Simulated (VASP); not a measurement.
Crystal: Cu.

```xyz
2
Lattice="2.5562 0.0000 0.0000 -1.2781 2.2137 0.0000 0.0000 0.0000 4.1742" Properties=species:S:1:pos:R:3 pbc="T T T"
Cu    0.0000    1.4758    1.0436
Cu    1.2781    0.7379    3.1307
```

```yaml
Program: VASP 6.6.1
Task: relaxation of cell and atoms
Functional: LDA
Potentials_or_basis: VASP PAW LDA potentials, release 64 (Cu)
Cutoff: 600 eV
k_mesh: 14 × 14 × 8
Occupations: fermi-dirac, width 0.1 eV
Spin: no spin polarisation
```

At the start: pressure -11.4 GPa; volume 11.81 Å³/atom.

**Question.** Where does the relaxation end?

**Answer.** Over 6 steps the energy falls by 32.7 meV/atom and the volume is 10.96 Å³/atom (-7.2 %); space group P6_3/mmc (No. 194, to 0.05 Å).

Step by step:
| step | energy change (eV) | largest force (eV/Å) | pressure (GPa) | volume (Å³) |
| --- | --- | --- | --- | --- |
| 1 | 0.0000 | 0.0000 | -11.36 | 23.62 |
| 2 | -0.0348 | 0.0000 | 9.95 | 20.87 |
| 3 | -0.0654 | 0.0000 | -0.06 | 21.92 |
| 4 | -0.0654 | 0.0000 | 0.21 | 21.88 |
| 5 | -0.0655 | 0.0000 | -0.23 | 21.92 |
| 6 | -0.0655 | 0.0000 | -0.05 | 21.91 |

Final structure:
```
Cu
1.0
     2.49155    0.00000    0.00000
    -1.24578    2.15775    0.00000
     0.00000    0.00000    4.07632
Cu
2
Direct
  0.33333 0.66667 0.25000
  0.66667 0.33333 0.75000
```
